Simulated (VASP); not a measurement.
Crystal: KF.

```xyz
2
Lattice="0.0000 2.6590 2.6590 2.6590 0.0000 2.6590 2.6590 2.6590 0.0000" Properties=species:S:1:pos:R:3 pbc="T T T"
K     0.0000    0.0000    0.0000
F     2.6590    2.6590    2.6590
```

Base run:

| Item | Value |
| --- | --- |
| Program | VASP 6.6.1 |
| Functional | r2SCAN |
| Potentials or basis | VASP PAW PBE potentials, release 64 (K_sv, F) |
| Cutoff | 520 eV |
| k mesh | 8 × 8 × 8 |
| Occupations | gaussian, width 0.01 eV |
| Spin | no spin polarisation |

Its results: band gap on the k mesh 6.91 eV; pressure 0.0 GPa.

Task: The run is repeated on the same cell with these changes: functional from r2SCAN to PBE; occupations from gaussian, width 0.01 eV to fermi-dirac, width 0.02 eV. What comes out?

Result: Band gap on the k mesh 6.24 eV; pressure 2.0 GPa.

Caveats: the PAW data sets were made with another functional, which shifts forces and pressure a little (at least some runs).

A k mesh can miss the band edges.
